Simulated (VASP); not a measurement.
# Te (P3_121) in VASP: notebook

The runs below take Te through single point, relaxation of cell and atoms, with LDA.

Everything below comes from runs of VASP 6.6.1. Logs are shortened: lines on timing, memory, paths and dates and some standing lists are left out, and cuts for length are marked.

## (1) The cell of the first run

The structure is trigonal, space group P3_121 (No. 152). The conventional cell has a = 4.179 Å, b = 4.179 Å, c = 5.742 Å, α = 90.00°, β = 90.00°, γ = 120.00°. Te (site symmetry 2) has 6 Te at 2.82 to 3.23 Å within 3.7 Å.

## (2) Single point, LDA (28.95 Å³/atom)

File INCAR:

```
SYSTEM = Te
PREC = Accurate
ENCUT = 520
EDIFF = 1E-7
ISMEAR = -1
SIGMA = 0.05
LREAL = .False.
LASPH = .True.
NELM = 60
ALGO = Normal
ISIF = 2
LWAVE = .False.
LCHARG = .True.
LELF = .True.
LVHAR = .True.
NBANDS = 16
```

File KPOINTS:

```
regular mesh
0
Gamma
  8 8 5
  0 0 0
```

File POSCAR:

```
Te
1.0
    4.1788575223      0.0000000000      0.0000000000
   -2.0894287611      3.6189967731      0.0000000000
    0.0000000000      0.0000000000      5.7422675827
Te
3
Direct
    0.2855404174      1.0000000000      0.3333333333
    1.0000000000      0.2855404174      0.6666666667
    0.7144595826      0.7144595826      1.0000000000
```

Potentials or basis: VASP PAW LDA potentials, release 64 (Te).

Started as:

```sh
> cat potpaw_LDA.64/Te/POTCAR > POTCAR
> mpirun -np 1 vasp_std > vasp.out
```

OUTCAR:

```text
SYSTEM = Te
   PREC = Accurate
   ENCUT = 520
   EDIFF = 1E-7
   ISMEAR = -1
   LREAL = .False.
   LASPH = .True.
   NELM = 60
   ISIF = 2

 ion  position               nearest neighbor table
   1  0.286  0.000  0.333-   3 2.82   2 2.82   3 3.23   3 3.23   2 3.23   2 3.23
   2  0.000  0.286  0.667-   3 2.82   1 2.82   3 3.23   3 3.23   1 3.23   1 3.23
   3  0.714  0.714  0.000-   2 2.82   1 2.82   2 3.23   1 3.23   1 3.23   2 3.23

  LATTYP: Found a hexagonal cell.
 ALAT       =     4.1788575223
 C/A-ratio  =     1.3741238011

  Lattice vectors:

 A1 = (   4.1788575223,   0.0000000000,   0.0000000000)
 A2 = (  -2.0894287611,   3.6189967731,   0.0000000000)
 A3 = (   0.0000000000,   0.0000000000,   5.7422675827)

Analysis of symmetry for initial positions (statically):
=====================================================================
 Subroutine PRICEL returns:
 Original cell was already a primitive cell.

 Routine SETGRP: Setting up the symmetry group for a
 hexagonal supercell.

 Subroutine GETGRP returns: Found  6 space group operations
 (whereof  2 operations were pure point group operations)
 out of a pool of 24 trial point group operations.

The static configuration has the point symmetry C_2 .
 The point group associated with its full space group is D_3 .

Analysis of symmetry for dynamics (positions and initial velocities):
=====================================================================
 Subroutine PRICEL returns:
 Original cell was already a primitive cell.

 Routine SETGRP: Setting up the symmetry group for a
 hexagonal supercell.

 Subroutine GETGRP returns: Found  6 space group operations
 (whereof  2 operations were pure point group operations)
 out of a pool of 24 trial point group operations.

The dynamic configuration has the point symmetry C_2 .
 The point group associated with its full space group is D_3 .

 Subroutine INISYM returns: Found  6 space group operations
 (whereof  2 operations are pure point group operations),
 and found     1 'primitive' translations

----------------------------------------------------------------------------------------

                                     Primitive cell

  volume of cell :      86.8419

  direct lattice vectors                    reciprocal lattice vectors
     4.178857522  0.000000000  0.000000000     0.239299855  0.138159836  0.000000000
    -2.089428761  3.618996773  0.000000000     0.000000000  0.276319672  0.000000000
     0.000000000  0.000000000  5.742267583     0.000000000  0.000000000  0.174147231

  length of vectors
     4.178857522  4.178857522  5.742267583     0.276319672  0.276319672  0.174147231

  position of ions in fractional coordinates (direct lattice)
     0.285540417  0.000000000  0.333333333
     1.000000000  0.285540417  0.666666667
     0.714459583  0.714459583  0.000000000

  ion indices of the primitive-cell ions
   primitive index   ion index
                 1           1
                 2           2
                 3           3

----------------------------------------------------------------------------------------

 KPOINTS: regular mesh

Automatic generation of k-mesh.
 Grid dimensions read from file:
 generate k-points for:    8    8    5

 Generating k-lattice:

  Cartesian coordinates                     Fractional coordinates (reciprocal lattice)
     0.029912482  0.017269979  0.000000000     0.125000000 -0.000000000  0.000000000
     0.000000000  0.034539959  0.000000000     0.000000000  0.125000000  0.000000000
     0.000000000  0.000000000  0.034829446     0.000000000  0.000000000  0.200000000

  Length of vectors
     0.034539959  0.034539959  0.034829446

  Shift w.r.t. Gamma in fractional coordinates (k-lattice)
     0.000000000  0.000000000  0.000000000

 Subroutine IBZKPT returns following result:
 ===========================================

 Found     40 irreducible k-points:

 Following reciprocal coordinates:
            Coordinates               Weight
  0.000000  0.000000  0.000000      1.000000
  0.125000  0.000000  0.000000      6.000000
[... 42 lines left out ...]

  energy without entropy =      -11.28088993  energy(sigma->0) =      -11.28112175

 E-fermi :   8.0453     XC(G=0):  -9.9987

 val. band max:        7.8165836803   @ k =   0.3750   0.2500   0.4000
 cond. band min:       8.2203693936   @ k =   0.0000   0.0000   0.4000
 fundamental gap:      0.4037857133
 Fermi energy:         8.0452861549

 k-point     1 :       0.0000    0.0000    0.0000
  band No.  band energies     occupation
      1      -6.7878      2.00000
      2      -2.8996      2.00000
      3      -2.8996      2.00000
      4       4.6686      2.00000
      5       5.2456      2.00000
      6       5.2456      2.00000
[... 8 lines left out ...]
     15      13.9486      0.00000
     16      13.9486      0.00000

 k-point     2 :       0.1250    0.0000    0.0000
  band No.  band energies     occupation
      1      -6.6448      2.00000
      2      -2.9010      2.00000
      3      -2.8372      2.00000
      4       3.6069      2.00000
      5       4.4425      2.00000
      6       4.6275      2.00000
[... 8 lines left out ...]
     15      13.7872      0.00000
     16      14.2408      0.00000

 k-point     3 :       0.2500    0.0000    0.0000
  band No.  band energies     occupation
      1      -6.2303      2.00000
      2      -3.0361      2.00000
      3      -2.6662      2.00000
      4       2.4582      2.00000
      5       3.4980      2.00000
      6       3.9879      2.00000
[... 8 lines left out ...]
     15      14.1905      0.00000
     16      15.2808      0.00000

 k-point     4 :       0.3750    0.0000    0.0000
  band No.  band energies     occupation
      1      -5.6144      2.00000
      2      -3.5054      2.00000
      3      -2.4632      2.00000
      4       2.1419      2.00000
      5       2.8364      2.00000
      6       3.5579      2.00000
[... 8 lines left out ...]
     15      15.4586      0.00000
     16      16.4313      0.00000
[... 324 lines left out ...]
 k-point    22 :       0.3750    0.1250    0.2000
  band No.  band energies     occupation
      1      -5.1377      2.00000
      2      -3.7070      2.00000
      3      -2.7965      2.00000
      4       2.2434      2.00000
      5       2.4909      2.00000
      6       3.8424      2.00000
[... 8 lines left out ...]
     15      15.1028      0.00000
     16      16.0929      0.00000

 k-point    23 :      -0.1250    0.5000    0.2000
  band No.  band energies     occupation
      1      -5.0886      2.00000
      2      -3.9602      2.00000
      3      -2.4667      2.00000
      4       1.6725      2.00000
      5       2.5698      2.00000
      6       3.7433      2.00000
[... 8 lines left out ...]
     15      15.4386      0.00000
     16      16.9060      0.00000

 k-point    24 :       0.2500    0.2500    0.2000
  band No.  band energies     occupation
      1      -5.1607      2.00000
      2      -3.7072      2.00000
      3      -2.7132      2.00000
      4       1.8651      2.00000
      5       2.8685      2.00000
      6       3.6533      2.00000
[... 8 lines left out ...]
     15      15.4814      0.00000
     16      16.0072      0.00000

 [... further k-points ...]
[... 5 lines left out ...]
  --------------------------------------------------------------------------------------
  -------------------------------------------------------------------------------------
  Total        2.7501824      2.7501824      4.1767928      0.0000000      0.0000000     -0.0000000
  in kB       50.7391150     50.7391150     77.0591694      0.0000000      0.0000000     -0.0000000
  external PRESSURE =      59.5124665 kB  Pullay stress =       0.0000000 kB

 VOLUME and BASIS-vectors are now :
 -----------------------------------------------------------------------------
  energy-cutoff  :      520.00
  volume of cell :       86.84
      direct lattice vectors                 reciprocal lattice vectors
     4.178857522  0.000000000  0.000000000     0.239299855  0.138159836  0.000000000
    -2.089428761  3.618996773  0.000000000     0.000000000  0.276319672  0.000000000
     0.000000000  0.000000000  5.742267583     0.000000000  0.000000000  0.174147231

 POSITION                                       TOTAL-FORCE (eV/Angst)
 -----------------------------------------------------------------------------------
      1.19323      0.00000      1.91409         0.370671     -0.000000      0.000000
     -0.59662      1.03337      3.82818        -0.185335      0.321010      0.000000
      1.49281      2.58563      0.00000        -0.185335     -0.321010      0.000000
 -----------------------------------------------------------------------------------
    total drift:                               -0.000000     -0.000000      0.000000

  FREE ENERGIE OF THE ION-ELECTRON SYSTEM (eV)
  ---------------------------------------------------
  free  energy   TOTEN  =       -11.2813535742 eV

  energy  without entropy=      -11.2808899273  energy(sigma->0) =      -11.28112175
```

Wall time 77 s (1 thread of Intel Xeon 8259CL, shared host); peak memory 0.2 GiB.

What came out:

```yaml
Free_energy: -11.2814 eV
Pressure: 6.0 GPa
Largest_force: 0.371 eV/Å
Band_gap_on_the_k_mesh: 0.40 eV (least direct gap 0.66 eV)
```

Forces in eV/Å, atoms in the order of the input:
```
Te   0.371  0.000  0.000
Te  -0.185  0.321  0.000
Te  -0.185 -0.321  0.000
```

Stress tensor (GPa, compression positive):
```
5.07 0.00 0.00
0.00 5.07 0.00
0.00 0.00 7.71
```

Levels at points of the mesh, in eV from the valence-band top:
| k point | band 7 | band 8 | band 9 | band 10 | band 11 | band 12 |
| --- | --- | --- | --- | --- | --- | --- |
| (0.00, 0.00, 0.00) | -1.79 | -1.79 | -1.19 | 1.26 | 1.26 | 1.92 |
| (0.50, 0.00, 0.00) | -4.25 | -0.81 | -0.62 | 0.72 | 0.77 | 2.14 |

Caveat: the cell stands under pressure; spin-orbit coupling is left out, which moves the levels of the heavy elements; an odd mesh through Γ misses points on the zone boundary, where band edges can lie.

## (3) Single point, LDA (30.21 Å³/atom)

This run uses another cell than the first one, of 30.21 Å³/atom.

File INCAR:

```
SYSTEM = Te
  PREC = Accurate
  ENCUT = 520
  EDIFF = 1E-6
  ISMEAR = -1
  SIGMA = 0.05
  LREAL = .False.
  LASPH = .True.
  NELM = 100
  ALGO = Normal
  ISIF = 2
  LWAVE = .False.
  LCHARG = .True.
  LELF = .True.
  LVHAR = .True.
  NBANDS = 16
```

KPOINTS is that of step 2.

File POSCAR:

```
Te
1.0
    4.2385635535      0.0000000000      0.0000000000
   -2.1192817767      3.6707037129      0.0000000000
    0.0000000000      0.0000000000      5.8243110613
Te
3
Direct
    0.2855404174      1.0000000000      0.3333333333
    1.0000000000      0.2855404174      0.6666666667
    0.7144595826      0.7144595826      1.0000000000
```

Potentials or basis: VASP PAW LDA potentials, release 64 (Te).

Started as:

```sh
> cat potpaw_LDA.64/Te/POTCAR > POTCAR
> mpirun -np 1 vasp_std > vasp.out
```

It took 74 s on 1 thread of Intel Xeon 8259CL, shared host; peak memory 0.2 GiB.

It converged, with:

| Quantity | Value |
| --- | --- |
| Free energy | -11.3815 eV |
| Pressure | 2.7 GPa |
| Largest force | 0.186 eV/Å |
| Band gap on the k mesh | 0.42 eV (least direct gap 0.62 eV) |

Forces in eV/Å, atoms in the order of the input:
```
Te   0.186  0.000  0.000
Te  -0.093  0.161  0.000
Te  -0.093 -0.161  0.000
```

Stress tensor (GPa, compression positive):
```
2.21 0.00 0.00
0.00 2.21 0.00
0.00 0.00 3.56
```

Levels at points of the mesh, in eV from the valence-band top:
| k point | band 6 | band 7 | band 8 | band 9 | band 10 | band 11 | band 12 | band 13 |
| --- | --- | --- | --- | --- | --- | --- | --- | --- |
| (0.00, 0.00, 0.00) | -2.49 | -1.71 | -1.71 | -1.09 | 1.23 | 1.23 | 1.89 | 4.90 |
| (0.50, 0.00, 0.00) | -4.13 | -4.00 | -0.72 | -0.56 | 0.73 | 0.77 | 2.35 | 4.30 |

Caveat: spin-orbit coupling is left out, which moves the levels of the heavy elements; an odd mesh through Γ misses points on the zone boundary, where band edges can lie.

## (4) Relaxation of cell and atoms, LDA

This run uses another cell than the first one, of 33.93 Å³/atom.

File INCAR:

```
PREC     = Accurate       # precision mode
ENCUT    = 600            # plane-wave cutoff, eV
EDIFF    = 1E-7           # SCF threshold, eV
ISMEAR   = -1             # smearing method
SIGMA    = 0.05           # smearing width, eV
LREAL    = False          # projectors in reciprocal space
LASPH    = True           # aspherical terms in the spheres
NELM     = 100            # most SCF steps
ALGO     = Normal         # electronic algorithm
ISIF     = 3              # what is computed and relaxed
LWAVE    = False          # write WAVECAR
LCHARG   = False          # write CHGCAR
IBRION   = 2              # ionic algorithm
NSW      = 80             # ionic steps
EDIFFG   = -0.01          # ionic threshold
```

File KPOINTS:

```
regular mesh
0
Gamma
  5 5 3
```

File POSCAR:

```
Te
1.0
    4.4540012348      0.0000000000      0.0000000000
   -2.2270006174      3.8572782178      0.0000000000
    0.0000000000      0.0000000000      5.9240000000
Te
3
Direct
    0.2690000000      0.0000000000      0.3333333333
    0.0000000000      0.2690000000      0.6666666667
    0.7310000000      0.7310000000      0.0000000000
```

Started as:

```sh
> cat potpaw_LDA.64/Te/POTCAR > POTCAR
> mpirun -np 1 vasp_std > vasp.out
```

Wall time 3.2 min (1 thread of Intel Xeon 8259CL, shared host); peak memory 0.21 GiB.

The run converged. Its results:

| Quantity | Value |
| --- | --- |
| Free energy | -11.4024 eV |
| Relaxed volume | 31.47 Å³/atom |
| Relaxed cell | a = 4.292 Å, b = 4.292 Å, c = 5.918 Å, α = 90.00°, β = 90.00°, γ = 120.00° |
| Space group after relaxing (to 0.1 Å) | P3_121 (No. 152) |
| Energy gained by relaxing | 19.5 meV/atom |
| Ionic steps | 10 |
| Pressure after relaxing | 0.0 GPa |
| Largest force after relaxing | 0.008 eV/Å |
| Band gap on the k mesh | 0.67 eV (least direct gap 0.91 eV) |

Forces on the atoms (eV/Å):
```
Te   0.008  0.000  0.000
Te  -0.004  0.007  0.000
Te  -0.004 -0.007  0.000
```

The path:
| step | energy change (eV) | largest force (eV/Å) | pressure (GPa) | volume (Å³) |
| --- | --- | --- | --- | --- |
| 1 | 0.0000 | 0.0975 | -1.81 | 101.78 |
| 2 | -0.0188 | 0.3725 | 1.04 | 96.25 |
| 3 | -0.0233 | 0.2870 | 0.11 | 97.87 |
| 4 | -0.0358 | 0.2315 | 0.12 | 97.02 |
| 5 | -0.0563 | 0.0872 | 0.37 | 94.46 |
| 6 | -0.0573 | 0.0490 | 0.50 | 93.71 |
| 7 | -0.0539 | 0.0584 | -0.94 | 95.83 |
| 8 | -0.0586 | 0.0104 | -0.01 | 94.43 |
| 9 | -0.0586 | 0.0112 | 0.00 | 94.42 |
| 10 | -0.0586 | 0.0081 | 0.00 | 94.42 |

Final structure:
```
CELL_PARAMETERS angstrom
4.29223 0.00000 0.00000
-2.14612 3.71718 0.00000
0.00000 0.00000 5.91808
ATOMIC_POSITIONS crystal
Te 0.28610 0.00000 0.33333
Te 0.00000 0.28610 0.66667
Te 0.71390 0.71390 0.00000
```

Levels at points of the mesh, in eV from the valence-band top:
```
           k point  band 5  band 6  band 7  band 8  band 9  band 10  band 11  band 12  band 13
(0.00, 0.00, 0.00)   -2.28   -2.28   -1.49   -1.49   -0.86     1.33     1.33     2.00     5.12
```

Caveat: spin-orbit coupling is left out, which moves the levels of the heavy elements; an odd mesh through Γ misses points on the zone boundary, where band edges can lie.

## (5) Single point, LDA

This run uses another cell than the first one, of 31.46 Å³/atom.

File INCAR:

```
PREC = Accurate
ENCUT = 520
EDIFF = 1E-6
ISMEAR = -1
SIGMA = 0.05
LREAL = False
LASPH = True
NELM = 60
ALGO = Normal
ISIF = 2
LWAVE = False
LCHARG = False
NBANDS = 16
```

File KPOINTS:

```
Automatic mesh
0
Gamma
  8 8 5
```

File POSCAR:

```
Te
1.0
    4.2966332839      0.0000000000      0.0000000000
   -2.1483166420      3.7209935746      0.0000000000
    0.0000000000      0.0000000000      5.9041060600
Te
3
Direct
    0.2855404174      1.0000000000      0.3333333333
    1.0000000000      0.2855404174      0.6666666667
    0.7144595826      0.7144595826      1.0000000000
```

Started as:

```sh
> cat potpaw_LDA.64/Te/POTCAR > POTCAR
> mpirun -np 1 vasp_std > vasp.out
```

Run time: 50 s. Hardware: 1 thread of Intel Xeon 8259CL, shared host; peak memory 0.2 GiB.

The run converged. Its results:

```yaml
Free_energy: -11.4121 eV
Pressure: 0.0 GPa
Largest_force: 0.025 eV/Å
Band_gap_on_the_k_mesh: 0.43 eV (least direct gap 0.59 eV)
```

Forces on the atoms (eV/Å):
```
Te   0.025  0.000  0.000
Te  -0.013  0.022  0.000
Te  -0.013 -0.022  0.000
```

Stress tensor (GPa, compression positive):
```
-0.07  0.00  0.00
 0.00 -0.07  0.00
 0.00  0.00  0.25
```

Levels at points of the mesh, in eV from the valence-band top:
```
           k point  band 7  band 8  band 9  band 10  band 11  band 12
(0.00, 0.00, 0.00)   -1.63   -1.63   -0.99     1.20     1.20     1.86
(0.50, 0.00, 0.00)   -3.78   -0.64   -0.52     0.73     0.76     2.54
```

Caveat: spin-orbit coupling is left out, which moves the levels of the heavy elements; an odd mesh through Γ misses points on the zone boundary, where band edges can lie.

## (6) Single point, LDA (31.46 Å³/atom)

This run uses another cell than the first one, of 31.46 Å³/atom.

Edit INCAR of step 5 so:

```diff
@@ -11,3 +11,6 @@
 LWAVE = False
-LCHARG = False
+LCHARG = True
+GGA = CA
+LELF = True
+LVHAR = True
 NBANDS = 16
```

KPOINTS is that of step 5.

POSCAR is that of step 5.

Potentials or basis: VASP PAW LDA potentials, release 64 (Te).

Started as:

```sh
> cat potpaw_LDA.64/Te/POTCAR > POTCAR
> mpirun -np 1 vasp_std > vasp.out
```

Wall time 55 s (1 thread of Intel Xeon 8259CL, shared host); peak memory 0.2 GiB.

It converged, with:

```
Free energy            : -11.4121 eV
Pressure               : 0.0 GPa
Largest force          : 0.025 eV/Å
Band gap on the k mesh : 0.43 eV (least direct gap 0.59 eV)
```

Forces in eV/Å, atoms in the order of the input:
```
Te   0.025  0.000  0.000
Te  -0.013  0.022  0.000
Te  -0.013 -0.022  0.000
```

Stress tensor (GPa, compression positive):
```
-0.07  0.00  0.00
 0.00 -0.07  0.00
 0.00  0.00  0.25
```

Levels at points of the mesh, in eV from the valence-band top:
| k point | band 5 | band 6 | band 7 | band 8 | band 9 | band 10 | band 11 | band 12 | band 13 | band 14 |
| --- | --- | --- | --- | --- | --- | --- | --- | --- | --- | --- |
| (0.00, 0.00, 0.00) | -2.42 | -2.42 | -1.63 | -1.63 | -0.99 | 1.20 | 1.20 | 1.86 | 5.00 | 5.00 |
| (0.50, 0.00, 0.00) | -4.53 | -3.90 | -3.78 | -0.64 | -0.52 | 0.73 | 0.76 | 2.54 | 4.06 | 7.92 |

Caveat: spin-orbit coupling is left out, which moves the levels of the heavy elements; an odd mesh through Γ misses points on the zone boundary, where band edges can lie.

## (7) The runs side by side

```tsv
task	cell	k mesh	cutoff (eV)	gap on the mesh (eV)	pressure (GPa)	largest force (eV/Å)
single point	a = 4.179, b = 4.179, c = 5.742 Å, angles 90.0, 90.0, 120.0°, 3 atoms, atomic positions A	8 × 8 × 5	520	0.40	6.0	0.37
single point	a = 4.239, b = 4.239, c = 5.824 Å, angles 90.0, 90.0, 120.0°, 3 atoms, atomic positions A	8 × 8 × 5	520	0.42	2.7	0.19
relaxation of cell and atoms	relaxed from a = 4.454, b = 4.454, c = 5.924 Å, angles 90.0, 90.0, 120.0°, 3 atoms, atomic positions B	5 × 5 × 3	600	0.67	0.0	0.01
single point	a = 4.297, b = 4.297, c = 5.904 Å, angles 90.0, 90.0, 120.0°, 3 atoms, atomic positions A	8 × 8 × 5	520	0.43	0.0	0.03
```

Alike in all rows: level LDA; potentials or basis VASP PAW LDA potentials, release 64 (Te); no spin polarisation; smearing fermi-dirac 0.05 eV.

Caveats: spin-orbit coupling is left out, which moves the levels of the heavy elements; an odd mesh through Γ misses points on the zone boundary, where band edges can lie; the cell stands under pressure (at least some runs).

Absolute energies hang on the potentials; compare differences alone.
